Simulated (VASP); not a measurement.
# GePt (Cmmm) in VASP: single point with PBE

Aim: the single point of GePt with PBE.

Everything below comes from runs of VASP 6.6.1. Logs are shortened: lines on timing, memory, paths and dates and some standing lists are left out, and cuts for length are marked.

## (1) The cell of the first run

Symmetry: Cmmm, No. 65, orthorhombic system. The conventional cell has a = 4.123 Å, b = 4.880 Å, c = 3.313 Å, α = 90.00°, β = 90.00°, γ = 90.00°. Within 3.5 Å of Ge (site symmetry mmm) lie 8 Pt at 2.64 to 2.95 Å and 6 Ge at 3.19 to 3.31 Å. Pt (site symmetry mmm) has 8 Ge at 2.64 to 2.95 Å and 6 Pt at 3.19 to 3.31 Å within 3.5 Å.

The cell was built from a structure type or drawn by symmetry, and may not be a known phase.

## (2) Single point, PBE

The input, INCAR:

```
PREC = Accurate ; ENCUT = 500
EDIFF = 1E-6 ; ISMEAR = 0
SIGMA = 0.2 ; LREAL = False
LASPH = True ; NELM = 120
ALGO = Normal ; ISIF = 2
LWAVE = False ; LCHARG = False
GGA = PE ; NBANDS = 19
GGA_COMPAT = False
```

The input, KPOINTS:

```
regular mesh
0
Gamma
  7 7 4
```

The input, POSCAR:

```
GePt
1.0
    2.0615120804     -2.4402182408      0.0000000000
    2.0615120804      2.4402182408      0.0000000000
    0.0000000000      0.0000000000      3.3132576733
Ge Pt
1 1
Direct
    0.5000000000      0.5000000000      0.5000000000
    0.0000000000      0.0000000000      0.0000000000
```

Potentials or basis: VASP PAW PBE potentials, release 64 (Ge_d, Pt).

Launch:

```console
cat potpaw_PBE.64/Ge_d/POTCAR potpaw_PBE.64/Pt/POTCAR > POTCAR
mpirun -np 1 vasp_std > vasp.out
```

OUTCAR:

```text
PREC = Accurate
   ENCUT = 500
   EDIFF = 1E-6
   ISMEAR = 0
   LREAL = False
   LASPH = True
   NELM = 120
   ISIF = 2
   GGA = PE

 ion  position               nearest neighbor table
   1  0.500  0.500  0.500-   2 2.64   2 2.64   2 2.64   2 2.64   2 2.95   2 2.95   2 2.95   2 2.95

   2  0.000  0.000  0.000-   1 2.64   1 2.64   1 2.64   1 2.64   1 2.95   1 2.95   1 2.95   1 2.95

  LATTYP: Found a base centered orthorhombic cell.
 ALAT       =     4.1230241608
 B/A-ratio  =     1.1837031003
 C/A-ratio  =     0.8035988983

  Lattice vectors:

 A1 = (   2.0615120804,  -2.4402182408,   0.0000000000)
 A2 = (   2.0615120804,   2.4402182408,   0.0000000000)
 A3 = (   0.0000000000,   0.0000000000,   3.3132576733)

Analysis of symmetry for initial positions (statically):
=====================================================================
 Subroutine PRICEL returns:
 Original cell was already a primitive cell.

 Routine SETGRP: Setting up the symmetry group for a
 base centered orthorhombic supercell.

 Subroutine GETGRP returns: Found  8 space group operations
 (whereof  8 operations were pure point group operations)
 out of a pool of  8 trial point group operations.

The static configuration has the point symmetry D_2h.

Analysis of symmetry for dynamics (positions and initial velocities):
=====================================================================
 Subroutine PRICEL returns:
 Original cell was already a primitive cell.

 Routine SETGRP: Setting up the symmetry group for a
 base centered orthorhombic supercell.

 Subroutine GETGRP returns: Found  8 space group operations
 (whereof  8 operations were pure point group operations)
 out of a pool of  8 trial point group operations.

The dynamic configuration has the point symmetry D_2h.

 Subroutine INISYM returns: Found  8 space group operations
 (whereof  8 operations are pure point group operations),
 and found     1 'primitive' translations

----------------------------------------------------------------------------------------

                                     Primitive cell

  volume of cell :      33.3349

  direct lattice vectors                    reciprocal lattice vectors
     2.061512080 -2.440218241  0.000000000     0.242540417 -0.204899706  0.000000000
     2.061512080  2.440218241  0.000000000     0.242540417  0.204899706  0.000000000
     0.000000000  0.000000000  3.313257673     0.000000000  0.000000000  0.301817757

  length of vectors
     3.194447858  3.194447858  3.313257673     0.317505501  0.317505501  0.301817757

  position of ions in fractional coordinates (direct lattice)
     0.500000000  0.500000000  0.500000000
     0.000000000  0.000000000  0.000000000

  ion indices of the primitive-cell ions
   primitive index   ion index
                 1           1
                 2           2

----------------------------------------------------------------------------------------

 KPOINTS: regular mesh

Automatic generation of k-mesh.
 Grid dimensions read from file:
 generate k-points for:    7    7    4

 Generating k-lattice:

  Cartesian coordinates                     Fractional coordinates (reciprocal lattice)
     0.034648631 -0.029271387  0.000000000     0.142857143  0.000000000  0.000000000
     0.034648631  0.029271387  0.000000000     0.000000000  0.142857143  0.000000000
     0.000000000  0.000000000  0.075454439     0.000000000  0.000000000  0.250000000

  Length of vectors
     0.045357929  0.045357929  0.075454439

  Shift w.r.t. Gamma in fractional coordinates (k-lattice)
     0.000000000  0.000000000  0.000000000

 Subroutine IBZKPT returns following result:
 ===========================================

 Found     48 irreducible k-points:

 Following reciprocal coordinates:
            Coordinates               Weight
  0.000000  0.000000  0.000000      1.000000
  0.142857  0.000000  0.000000      4.000000
  0.285714  0.000000  0.000000      4.000000
  0.428571  0.000000  0.000000      4.000000
  0.142857  0.142857  0.000000      2.000000
  0.285714  0.142857  0.000000      4.000000
[... 16 lines left out ...]
  0.428571  0.142857  0.250000      8.000000
 -0.428571  0.142857  0.250000      8.000000
 [... further k-points ...]
   k-points           NKPTS =     48   k-points in BZ     NKDIM =     48   number of bands    NBANDS=     19
   number of dos      NEDOS =    301   number of ions     NIONS =      2
   total plane-waves  NPLWV =  13824
   dimension x,y,z NGX =    24 NGY =   24 NGZ =   24
   dimension x,y,z NGXF=    48 NGYF=   48 NGZF=   48
   ions per type =               1   1
   NGX,Y,Z   is equivalent  to a cutoff of  12.49, 12.49, 12.04 a.u.
   NGXF,Y,Z  is equivalent  to a cutoff of  24.98, 24.98, 24.08 a.u.
 SYSTEM =  unknown system
   PREC   = accura    normal or accurate (medium, high low for compatibility)
   ISTART =      0    job   : 0-new  1-cont  2-samecut
   ICHARG =      2    charge: 1-file 2-atom 10-const
   ISPIN  =      1    spin polarized calculation?
   LNONCOLLINEAR =      F non collinear calculations
   LSORBIT =      F    spin-orbit coupling
   LASPH  =      T    aspherical Exc in radial PAW
   ENCUT  =  500.0 eV  36.75 Ry    6.06 a.u.   5.82  5.82  6.04*2*pi/ulx,y,z
   NELM   =    120;   NELMIN=  2; NELMDL= -5     # of ELM steps
   EDIFF  = 0.1E-05   stopping-criterion for ELM
   LREAL  =      F    real-space projection
   EDIFFG = 0.1E-04   stopping-criterion for IOM
   NSW    =      0    number of steps for IOM
   IBRION =     -1    ionic relax: 0-MD 1-quasi-New 2-CG
   NFREE  =      0    steps in history (QN), initial steepest desc. (CG)
   ISIF   =      2    stress and relaxation
   ISYM   =      2    0-nonsym 1-usesym 2-fastsym
   POTIM  = 0.5000    time-step for ionic-motion
   TEBEG  =    0.0;   TEEND  =   0.0 temperature during run
   PSTRESS=    0.0 pullay stress
   NELECT =      24.0000    total number of electrons
   NUPDOWN=      -1.0000    fix difference up-down
   EMIN   =  10.00;   EMAX   =-10.00  energy-range for DOS
   EFERMI =   0.00;   METHOD = LEGACY
   ISMEAR =     0;   SIGMA  =   0.20  broadening in eV -4-tet -1-fermi 0-gaus
   EFERMI_NEDOS =   21; number of points for ismear=-14 and -15
   IALGO  =     38    algorithm
   IMIX   =      4    mixing-type and parameters
     AMIX     =   0.40;   BMIX     =  1.00
     AMIX_MAG =   1.60;   BMIX_MAG =  1.00
  volume/ion in A,a.u.               =      16.67       112.48
  Fermi-wavevector in a.u.,A,eV,Ry     =   1.467277  2.772751 29.291991  2.152901
  Thomas-Fermi vector in A             =   2.582914
   LORBIT       =      0    0 simple, 1 ext, 2 COOP (PROOUT), +10 PAW based schemes
   GGA     = PE    functional components
   LHFCALC =     F    Hartree Fock is set to
   AEXX    =    0.0000 exact exchange contribution
   IVDW    =     0    specifies the selected vdW correction
   LEPSILON=     F    determine dielectric tensor
   LRPA    =     F    only Hartree local field effects (RPA)
 non-spin polarized calculation
 Gauss-broadening in eV      SIGMA  =   0.20
  energy-cutoff  :      500.00
  volume of cell :       33.33
 maximum number of plane-waves:       862
   NGX = 11   NGY = 11   NGZ = 13

 number of electron      24.0000019 magnetization

 Free energy of the ion-electron system (eV)
  ---------------------------------------------------
  ext. energy  EPLUGINS =         0.00000000
  ---------------------------------------------------
  free energy    TOTEN  =       -10.81696182 eV

  energy without entropy =      -10.79493138  energy(sigma->0) =      -10.80594660

 E-fermi :   9.0084     XC(G=0): -12.3820

 val. band max:        8.9966558536   @ k =   0.4286   0.2857   0.5000
 cond. band min:       9.1275249997   @ k =   0.2857   0.2857   0.0000
 fundamental gap:      0.1308691460
 Fermi energy:         9.0083767545

 k-point     1 :       0.0000    0.0000    0.0000
  band No.  band energies     occupation
      1     -15.8886      2.00000
      2     -15.8748      2.00000
      3     -15.8416      2.00000
      4     -15.7960      2.00000
      5     -15.7921      2.00000
      6      -3.4628      2.00000
[... 11 lines left out ...]
     18      23.3109      0.00000
     19      25.8185      0.00000

 k-point     2 :       0.1429    0.0000    0.0000
  band No.  band energies     occupation
      1     -15.8879      2.00000
      2     -15.8670      2.00000
      3     -15.8432      2.00000
      4     -15.7957      2.00000
      5     -15.7922      2.00000
      6      -3.1310      2.00000
[... 11 lines left out ...]
     18      22.3144      0.00000
     19      24.1574      0.00000

 k-point     3 :       0.2857    0.0000    0.0000
  band No.  band energies     occupation
      1     -15.8885      2.00000
      2     -15.8481      2.00000
      3     -15.8473      2.00000
      4     -15.7947      2.00000
      5     -15.7915      2.00000
      6      -2.1688      2.00000
[... 11 lines left out ...]
     18      21.0962      0.00000
     19      23.7495      0.00000

 k-point     4 :       0.4286    0.0000    0.0000
  band No.  band energies     occupation
      1     -15.8898      2.00000
      2     -15.8508      2.00000
      3     -15.8335      2.00000
      4     -15.7936      2.00000
      5     -15.7896      2.00000
      6      -0.7609      2.00000
[... 11 lines left out ...]
     18      18.9001      0.00000
     19      21.4679      0.00000

 k-point     5 :       0.1429    0.1429    0.0000
  band No.  band energies     occupation
      1     -15.8852      2.00000
      2     -15.8609      2.00000
      3     -15.8451      2.00000
      4     -15.7936      2.00000
      5     -15.7909      2.00000
      6      -2.6779      2.00000
[... 11 lines left out ...]
     18      23.5610      0.00000
     19      24.1939      0.00000
[... 334 lines left out ...]
      2     -15.8599      2.00000
      3     -15.8506      2.00000
      4     -15.8004      2.00000
      5     -15.7813      2.00000
      6      -1.8879      2.00000
[... 11 lines left out ...]
     18      21.0160      0.00000
     19      21.6628      0.00000

 k-point    22 :       0.2857    0.1429    0.2500
  band No.  band energies     occupation
      1     -15.8783      2.00000
      2     -15.8553      2.00000
      3     -15.8428      2.00000
      4     -15.8035      2.00000
      5     -15.7802      2.00000
      6      -1.0429      2.00000
[... 11 lines left out ...]
     18      21.8825      0.00000
     19      23.1688      0.00000

 k-point    23 :       0.4286    0.1429    0.2500
  band No.  band energies     occupation
      1     -15.8813      2.00000
      2     -15.8596      2.00000
      3     -15.8292      2.00000
      4     -15.8050      2.00000
      5     -15.7787      2.00000
      6      -0.1346      2.00000
[... 11 lines left out ...]
     18      21.6045      0.00000
     19      24.2981      0.00000

 k-point    24 :      -0.4286    0.1429    0.2500
  band No.  band energies     occupation
      1     -15.8816      2.00000
      2     -15.8597      2.00000
      3     -15.8290      2.00000
      4     -15.8045      2.00000
      5     -15.7798      2.00000
      6      -0.3689      2.00000
[... 11 lines left out ...]
     18      21.3359      0.00000
     19      24.4107      0.00000

 [... further k-points ...]
[... 5 lines left out ...]
  --------------------------------------------------------------------------------------
  -------------------------------------------------------------------------------------
  Total        0.0650180     -0.1484908     -0.0287640      0.0000000      0.0000000      0.0000000
  in kB        3.1249603     -7.1369123     -1.3824853      0.0000000      0.0000000      0.0000000
  external PRESSURE =      -1.7981458 kB  Pullay stress =       0.0000000 kB

 VOLUME and BASIS-vectors are now :
 -----------------------------------------------------------------------------
  energy-cutoff  :      500.00
  volume of cell :       33.33
      direct lattice vectors                 reciprocal lattice vectors
     2.061512080 -2.440218241  0.000000000     0.242540417 -0.204899706  0.000000000
     2.061512080  2.440218241  0.000000000     0.242540417  0.204899706  0.000000000
     0.000000000  0.000000000  3.313257673     0.000000000  0.000000000  0.301817757

 POSITION                                       TOTAL-FORCE (eV/Angst)
 -----------------------------------------------------------------------------------
      2.06151      0.00000      1.65663        -0.000000      0.000000      0.000000
      0.00000      0.00000      0.00000         0.000000      0.000000      0.000000
 -----------------------------------------------------------------------------------
    total drift:                                0.000000      0.000000     -0.000000

  FREE ENERGIE OF THE ION-ELECTRON SYSTEM (eV)
  ---------------------------------------------------
  free  energy   TOTEN  =       -10.8169618172 eV

  energy  without entropy=      -10.7949313775  energy(sigma->0) =      -10.80594660
```

Run time: 7.6 s. Hardware: 1 thread of Intel Xeon 6975P-C (Granite Rapids), shared host; peak memory 0.15 GiB.

Results:

| Property | Result |
| --- | --- |
| Free energy | -10.8170 eV |
| Pressure | -0.2 GPa |
| Band gap on the k mesh | zero (bands 12 and 13 overlap by 2.32 eV) |

Levels at points of the mesh, in eV from the Fermi level:
| k point | band 9 | band 10 | band 11 | band 12 | band 13 | band 14 | band 15 | band 16 |
| --- | --- | --- | --- | --- | --- | --- | --- | --- |
| (0.00, 0.00, 0.00) | -2.51 | -2.25 | -1.94 | 1.20 | 1.87 | 2.88 | 4.44 | 10.15 |
| (0.00, 0.00, 0.50) | -4.06 | -2.89 | -2.18 | -1.28 | 5.80 | 7.45 | 7.93 | 8.09 |

Caveat: the k points lie up to 0.47 Å⁻¹ apart, too coarse for converged energies and pressures of a metal; spin-orbit coupling is left out, which moves the levels of the heavy elements.
